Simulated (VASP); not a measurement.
# V (P6/mmm) in VASP: a series of runs

The runs below take V through single point, with PBE.

Program: VASP 6.6.1. These are calculated values, not measurements. Logs are shortened: lines on timing, memory, paths and dates and some standing lists are left out, and cuts for length are marked.

### 1 The cell of the first run

Symmetry: P6/mmm, No. 191, hexagonal system. The conventional cell has a = 1.986 Å, b = 1.986 Å, c = 1.870 Å, α = 90.00°, β = 90.00°, γ = 120.00°. V (site symmetry 6/mmm) has 8 V at 1.87 to 1.99 Å within 2.5 Å.

### 2 Single point, PBE (volume scaled by 0.45)

The input, INCAR:

```
PREC     = Accurate       # precision mode
ENCUT    = 520            # plane-wave cutoff, eV
EDIFF    = 1E-6           # SCF threshold, eV
ISMEAR   = -1             # smearing method
SIGMA    = 0.05           # smearing width, eV
LREAL    = False          # projectors in reciprocal space
LASPH    = True           # aspherical terms in the spheres
NELM     = 80             # most SCF steps
ALGO     = Normal         # electronic algorithm
ISIF     = 2              # what is computed and relaxed
LWAVE    = False          # write WAVECAR
LCHARG   = False          # write CHGCAR
GGA      = PE             # functional
NBANDS   = 12             # bands
```

The input, KPOINTS:

```
regular mesh
0
Gamma
  17 17 15
```

The input, POSCAR:

```
V
1.0
    1.9863740257      0.0000000000      0.0000000000
   -0.9931870129      1.7202503677      0.0000000000
    0.0000000000      0.0000000000      1.8699724829
V
1
Direct
    0.0000000000      0.0000000000      0.0000000000
```

Potentials or basis: VASP PAW PBE potentials, release 64 (V_sv).

Started as:

```sh
$ cat potpaw_PBE.64/V_sv/POTCAR > POTCAR
$ mpirun -np 1 vasp_std > vasp.out
```

OUTCAR:

```text
PREC = Accurate
   ENCUT = 520
   EDIFF = 1E-6
   ISMEAR = -1
   LREAL = False
   LASPH = True
   NELM = 80
   ISIF = 2
   GGA = PE

 ion  position               nearest neighbor table
   1  0.000  0.000  0.000-

  LATTYP: Found a hexagonal cell.
 ALAT       =     1.9863740257
 C/A-ratio  =     0.9413999875

  Lattice vectors:

 A1 = (   1.9863740257,   0.0000000000,   0.0000000000)
 A2 = (  -0.9931870129,   1.7202503677,   0.0000000000)
 A3 = (   0.0000000000,   0.0000000000,   1.8699724829)

Analysis of symmetry for initial positions (statically):
=====================================================================
 Subroutine PRICEL returns:
 Original cell was already a primitive cell.

 Routine SETGRP: Setting up the symmetry group for a
 hexagonal supercell.

 Subroutine GETGRP returns: Found 24 space group operations
 (whereof 24 operations were pure point group operations)
 out of a pool of 24 trial point group operations.

The static configuration has the point symmetry D_6h.

Analysis of symmetry for dynamics (positions and initial velocities):
=====================================================================
 Subroutine PRICEL returns:
 Original cell was already a primitive cell.

 Routine SETGRP: Setting up the symmetry group for a
 hexagonal supercell.

 Subroutine GETGRP returns: Found 24 space group operations
 (whereof 24 operations were pure point group operations)
 out of a pool of 24 trial point group operations.

The dynamic configuration has the point symmetry D_6h.

 Subroutine INISYM returns: Found 24 space group operations
 (whereof 24 operations are pure point group operations),
 and found     1 'primitive' translations

----------------------------------------------------------------------------------------

                                     Primitive cell

  volume of cell :       6.3898

  direct lattice vectors                    reciprocal lattice vectors
     1.986374026  0.000000000  0.000000000     0.503429861  0.290655366  0.000000000
    -0.993187013  1.720250368  0.000000000     0.000000000  0.581310732  0.000000000
     0.000000000  0.000000000  1.869972483     0.000000000  0.000000000  0.534767227

  length of vectors
     1.986374026  1.986374026  1.869972483     0.581310732  0.581310732  0.534767227

  position of ions in fractional coordinates (direct lattice)
     0.000000000  0.000000000  0.000000000

  ion indices of the primitive-cell ions
   primitive index   ion index
                 1           1

----------------------------------------------------------------------------------------

 KPOINTS: regular mesh

Automatic generation of k-mesh.
 Grid dimensions read from file:
 generate k-points for:   17   17   15

 Generating k-lattice:

  Cartesian coordinates                     Fractional coordinates (reciprocal lattice)
     0.029613521  0.017097374  0.000000000     0.058823529 -0.000000000  0.000000000
     0.000000000  0.034194749  0.000000000     0.000000000  0.058823529  0.000000000
     0.000000000  0.000000000  0.035651148     0.000000000  0.000000000  0.066666667

  Length of vectors
     0.034194749  0.034194749  0.035651148

  Shift w.r.t. Gamma in fractional coordinates (k-lattice)
     0.000000000  0.000000000  0.000000000

 Subroutine IBZKPT returns following result:
 ===========================================

 Found    264 irreducible k-points:

 Following reciprocal coordinates:
            Coordinates               Weight
  0.000000  0.000000  0.000000      1.000000
  0.058824  0.000000  0.000000      6.000000
  0.117647  0.000000  0.000000      6.000000
  0.176471  0.000000  0.000000      6.000000
  0.235294  0.000000  0.000000      6.000000
  0.294118 -0.000000  0.000000      6.000000
[... 16 lines left out ...]
  0.411765  0.117647  0.000000     12.000000
  0.176471  0.176471  0.000000      6.000000
 [... further k-points ...]
   k-points           NKPTS =    264   k-points in BZ     NKDIM =    264   number of bands    NBANDS=     12
   number of dos      NEDOS =    301   number of ions     NIONS =      1
   total plane-waves  NPLWV =   3584
   dimension x,y,z NGX =    16 NGY =   16 NGZ =   14
   dimension x,y,z NGXF=    32 NGYF=   32 NGZF=   28
   ions per type =               1
   NGX,Y,Z   is equivalent  to a cutoff of  13.39, 13.39, 12.45 a.u.
   NGXF,Y,Z  is equivalent  to a cutoff of  26.78, 26.78, 24.89 a.u.
 SYSTEM =  unknown system
   PREC   = accura    normal or accurate (medium, high low for compatibility)
   ISTART =      0    job   : 0-new  1-cont  2-samecut
   ICHARG =      2    charge: 1-file 2-atom 10-const
   ISPIN  =      1    spin polarized calculation?
   LNONCOLLINEAR =      F non collinear calculations
   LSORBIT =      F    spin-orbit coupling
   LASPH  =      T    aspherical Exc in radial PAW
   ENCUT  =  520.0 eV  38.22 Ry    6.18 a.u.   3.69  3.69  3.48*2*pi/ulx,y,z
   NELM   =     80;   NELMIN=  2; NELMDL= -5     # of ELM steps
   EDIFF  = 0.1E-05   stopping-criterion for ELM
   LREAL  =      F    real-space projection
   EDIFFG = 0.1E-04   stopping-criterion for IOM
   NSW    =      0    number of steps for IOM
   IBRION =     -1    ionic relax: 0-MD 1-quasi-New 2-CG
   NFREE  =      0    steps in history (QN), initial steepest desc. (CG)
   ISIF   =      2    stress and relaxation
   ISYM   =      2    0-nonsym 1-usesym 2-fastsym
   POTIM  = 0.5000    time-step for ionic-motion
   TEBEG  =    0.0;   TEEND  =   0.0 temperature during run
   PSTRESS=    0.0 pullay stress
   NELECT =      13.0000    total number of electrons
   NUPDOWN=      -1.0000    fix difference up-down
   EMIN   =  10.00;   EMAX   =-10.00  energy-range for DOS
   EFERMI =   0.00;   METHOD = LEGACY
   ISMEAR =    -1;   SIGMA  =   0.05  broadening in eV -4-tet -1-fermi 0-gaus
   EFERMI_NEDOS =   21; number of points for ismear=-14 and -15
   IALGO  =     38    algorithm
   IMIX   =      4    mixing-type and parameters
     AMIX     =   0.40;   BMIX     =  1.00
     AMIX_MAG =   1.60;   BMIX_MAG =  1.00
  volume/ion in A,a.u.               =       6.39        43.12
  Fermi-wavevector in a.u.,A,eV,Ry     =   2.074404  3.920055 58.547929  4.303151
  Thomas-Fermi vector in A             =   3.071147
   LORBIT       =      0    0 simple, 1 ext, 2 COOP (PROOUT), +10 PAW based schemes
   GGA     = PE    functional components
   LHFCALC =     F    Hartree Fock is set to
   AEXX    =    0.0000 exact exchange contribution
   IVDW    =     0    specifies the selected vdW correction
   LEPSILON=     F    determine dielectric tensor
   LRPA    =     F    only Hartree local field effects (RPA)
 non-spin polarized calculation
  energy-cutoff  :      520.00
  volume of cell :        6.39
 maximum number of plane-waves:       184
 NGX is ok and might be reduce to    16
   NGX =  7   NGY =  7   NGZ =  7

 number of electron      12.9999994 magnetization

 Free energy of the ion-electron system (eV)
  ---------------------------------------------------
  ext. energy  EPLUGINS =         0.00000000
  ---------------------------------------------------
  free energy    TOTEN  =        -1.21549303 eV

  energy without entropy =       -1.21025079  energy(sigma->0) =       -1.21287191

 E-fermi :  23.1379     XC(G=0): -17.4905

 val. band max:       23.1331766892   @ k =   0.0588   0.0588   0.4000
 cond. band min:      23.1614675706   @ k =   0.0000   0.0000   0.2667
 fundamental gap:      0.0282908814
 Fermi energy:        23.1378895016

 k-point     1 :       0.0000    0.0000    0.0000
  band No.  band energies     occupation
      1     -43.5241      2.00000
      2     -11.9630      2.00000
      3     -11.8979      2.00000
      4     -11.8979      2.00000
      5      16.3331      2.00000
      6      17.3225      2.00000
      7      22.2515      2.00000
      8      22.2515      2.00000
      9      31.1779      0.00000
     10      31.1779      0.00000
     11      45.1832      0.00000
     12      54.0511      0.00000

 k-point     2 :       0.0588    0.0000    0.0000
  band No.  band energies     occupation
      1     -43.4523      2.00000
      2     -12.1876      2.00000
      3     -11.9595      2.00000
      4     -11.9313      2.00000
      5      16.4745      2.00000
      6      17.6078      2.00000
      7      21.9702      2.00000
      8      22.5050      1.99999
      9      30.9234      0.00000
     10      31.1356      0.00000
     11      45.7365      0.00000
     12      54.4767      0.00000

 k-point     3 :       0.1176    0.0000    0.0000
  band No.  band energies     occupation
      1     -43.2424      2.00000
      2     -12.9947      2.00000
      3     -12.1334      2.00000
      4     -11.8399      2.00000
      5      16.8226      2.00000
      6      18.3381      2.00000
      7      21.3829      2.00000
      8      23.2450      0.21011
      9      30.2294      0.00000
     10      31.0156      0.00000
     11      47.1594      0.00000
     12      55.6713      0.00000

 k-point     4 :       0.1765    0.0000    0.0000
  band No.  band energies     occupation
      1     -42.9117      2.00000
      2     -14.1652      2.00000
      3     -12.3898      2.00000
      4     -11.6996      2.00000
      5      17.2870      2.00000
      6      18.6462      2.00000
      7      21.5303      2.00000
      8      24.4122      0.00000
      9      29.2585      0.00000
     10      30.8365      0.00000
     11      48.7059      0.00000
     12      56.7778      0.00000

 k-point     5 :       0.2353    0.0000    0.0000
  band No.  band energies     occupation
      1     -42.4908      2.00000
      2     -15.5130      2.00000
      3     -12.6884      2.00000
      4     -11.5274      2.00000
      5      17.4856      2.00000
      6      18.2958      2.00000
      7      23.0283      1.79912
      8      25.9104      0.00000
      9      28.1880      0.00000
     10      30.6252      0.00000
     11      48.9957      0.00000
     12      55.7991      0.00000
[... 228 lines left out ...]
      1     -41.4572      2.00000
      2     -17.9465      2.00000
      3     -13.9092      2.00000
      4     -11.1330      2.00000
      5      17.1016      2.00000
      6      19.6391      2.00000
      7      24.7218      0.00000
      8      26.3916      0.00000
      9      29.7407      0.00000
     10      31.2583      0.00000
     11      45.6758      0.00000
     12      50.6235      0.00000

 k-point    22 :       0.3529    0.1176    0.0000
  band No.  band energies     occupation
      1     -41.1191      2.00000
      2     -18.7174      2.00000
      3     -14.1786      2.00000
      4     -11.0135      2.00000
      5      16.5615      2.00000
      6      20.1810      2.00000
      7      25.8681      0.00000
      8      26.1767      0.00000
      9      29.5356      0.00000
     10      32.6670      0.00000
     11      44.2665      0.00000
     12      49.5161      0.00000

 k-point    23 :       0.4118    0.1176    0.0000
  band No.  band energies     occupation
      1     -40.9302      2.00000
      2     -19.1328      2.00000
      3     -14.3196      2.00000
      4     -10.9487      2.00000
      5      16.2826      2.00000
      6      20.4938      2.00000
      7      25.5939      0.00000
      8      27.0403      0.00000
      9      29.4269      0.00000
     10      33.4515      0.00000
     11      43.4924      0.00000
     12      48.7991      0.00000

 k-point    24 :       0.1765    0.1765    0.0000
  band No.  band energies     occupation
      1     -41.9228      2.00000
      2     -16.6793      2.00000
      3     -13.6895      2.00000
      4     -11.3048      2.00000
      5      18.7693      2.00000
      6      19.0085      2.00000
      7      21.7177      2.00000
      8      27.2905      0.00000
      9      29.5849      0.00000
     10      29.9139      0.00000
     11      47.7391      0.00000
     12      51.3411      0.00000

 [... further k-points ...]

------------------------ aborting loop because EDIFF is reached ----------------------------------------

  FORCE on cell =-STRESS in cart. coord.  units (eV):
  Direction    XX          YY          ZZ          XY          YZ          ZX
  --------------------------------------------------------------------------------------
  -------------------------------------------------------------------------------------
  Total       22.9922181     22.9922181     24.0183017     -0.0000000     -0.0000000      0.0000000
  in kB     5765.0562728   5765.0562730   6022.3358964     -0.0000002     -0.0000000      0.0000000
  external PRESSURE =    5850.8161474 kB  Pullay stress =       0.0000000 kB

 VOLUME and BASIS-vectors are now :
 -----------------------------------------------------------------------------
  energy-cutoff  :      520.00
  volume of cell :        6.39
      direct lattice vectors                 reciprocal lattice vectors
     1.986374026  0.000000000  0.000000000     0.503429861  0.290655366  0.000000000
    -0.993187013  1.720250368  0.000000000     0.000000000  0.581310732  0.000000000
     0.000000000  0.000000000  1.869972483     0.000000000  0.000000000  0.534767227

 POSITION                                       TOTAL-FORCE (eV/Angst)
 -----------------------------------------------------------------------------------
      0.00000      0.00000      0.00000         0.000000      0.000000      0.000000
 -----------------------------------------------------------------------------------
    total drift:                                0.000000     -0.000000     -0.000000

  FREE ENERGIE OF THE ION-ELECTRON SYSTEM (eV)
  ---------------------------------------------------
  free  energy   TOTEN  =        -1.2154930286 eV

  energy  without entropy=       -1.2102507947  energy(sigma->0) =       -1.21287191
```

Run time: 6.9 s. Hardware: 1 thread of Intel Xeon 6975P-C (Granite Rapids), shared host; peak memory 0.12 GiB.

Results:

```yaml
Free_energy: -1.2155 eV
Pressure: 585.1 GPa
```

Levels at points of the mesh, in eV from the Fermi level:
| k point | band 2 | band 3 | band 4 | band 5 | band 6 | band 7 | band 8 | band 9 | band 10 | band 11 |
| --- | --- | --- | --- | --- | --- | --- | --- | --- | --- | --- |
| (0.00, 0.00, 0.00) | -35.10 | -35.04 | -35.04 | -6.80 | -5.82 | -0.89 | -0.89 | 8.04 | 8.04 | 22.05 |

### 3 Single point, PBE (volume scaled by 0.55)

The input, INCAR:

```
SYSTEM = V
PREC = Accurate
ENCUT = 520
EDIFF = 1E-6
ISMEAR = -1
SIGMA = 0.05
LREAL = .FALSE.
LASPH = .TRUE.
NELM = 80
ALGO = Normal
ISIF = 2
LWAVE = .FALSE.
LCHARG = .FALSE.
GGA = PE
NBANDS = 12
```

The input, KPOINTS:

```
Automatic mesh
0
G
  17 17 15
  0 0 0
```

The input, POSCAR:

```
V
1.0
    2.1282738622      0.0000000000      0.0000000000
   -1.0641369311      1.8431392309      0.0000000000
    0.0000000000      0.0000000000      1.9909136495
V
1
Direct
    0.0000000000      0.0000000000      0.0000000000
```

Potentials or basis: VASP PAW PBE potentials, release 64 (V_sv).

Started as:

```sh
$ cat potpaw_PBE.64/V_sv/POTCAR > POTCAR
$ mpirun -np 1 vasp_std > vasp.out
```

OUTCAR:

```text
SYSTEM = V
   PREC = Accurate
   ENCUT = 520
   EDIFF = 1E-6
   ISMEAR = -1
   LREAL = .FALSE.
   LASPH = .TRUE.
   NELM = 80
   ISIF = 2
   GGA = PE

 ion  position               nearest neighbor table
   1  0.000  0.000  0.000-

  LATTYP: Found a hexagonal cell.
 ALAT       =     2.1282738622
 C/A-ratio  =     0.9354593339

  Lattice vectors:

 A1 = (   2.1282738622,   0.0000000000,   0.0000000000)
 A2 = (  -1.0641369311,   1.8431392309,   0.0000000000)
[... 530 lines left out ...]
      3     -17.9771      2.00000
      4     -16.4626      2.00000
      5      15.1398      2.00000
      6      15.6532      2.00000
      7      16.4638      2.00000
      8      22.5661      0.00000
      9      23.8695      0.00000
     10      24.5347      0.00000
     11      40.1092      0.00000
     12      42.9108      0.00000

 [... further k-points ...]
[... 5 lines left out ...]
  --------------------------------------------------------------------------------------
  -------------------------------------------------------------------------------------
  Total       14.0856005     14.0856005     14.4873878     -0.0000000     -0.0000000      0.0000000
  in kB     2889.6674786   2889.6674786   2972.0943372     -0.0000000     -0.0000000      0.0000000
  external PRESSURE =    2917.1430981 kB  Pullay stress =       0.0000000 kB

 VOLUME and BASIS-vectors are now :
 -----------------------------------------------------------------------------
  energy-cutoff  :      520.00
  volume of cell :        7.81
      direct lattice vectors                 reciprocal lattice vectors
     2.128273862  0.000000000  0.000000000     0.469864343  0.271276305  0.000000000
    -1.064136931  1.843139231  0.000000000     0.000000000  0.542552610  0.000000000
     0.000000000  0.000000000  1.990913649     0.000000000  0.000000000  0.502281955

 POSITION                                       TOTAL-FORCE (eV/Angst)
 -----------------------------------------------------------------------------------
      0.00000      0.00000      0.00000        -0.000000      0.000000      0.000000
 -----------------------------------------------------------------------------------
    total drift:                               -0.000000     -0.000000      0.000000

  FREE ENERGIE OF THE ION-ELECTRON SYSTEM (eV)
  ---------------------------------------------------
  free  energy   TOTEN  =        -4.9241900304 eV

  energy  without entropy=       -4.9194848473  energy(sigma->0) =       -4.92183744
```

stdout:

```text
POSCAR found type information on POSCAR V
 POSCAR found :  1 types and       1 ions
 scaLAPACK will be used
 LDA part: xc-table for (Slater+PW92), standard interpolation
 POSCAR, INCAR and KPOINTS ok, starting setup
 FFT: planning ... GRIDC
 FFT: planning ... GRID_SOFT
 FFT: planning ... GRID
 WAVECAR not read
 entering main loop
```

Run time: 5.1 s. Hardware: 1 thread of Intel Xeon 6975P-C (Granite Rapids), shared host; peak memory 0.13 GiB.

Results:

* Free energy: -4.9242 eV
* Pressure: 291.7 GPa

Stress tensor (GPa, compression positive):
```
288.97   0.00   0.00
  0.00 288.97   0.00
  0.00   0.00 297.21
```

(Continued in part 2 of 2.)
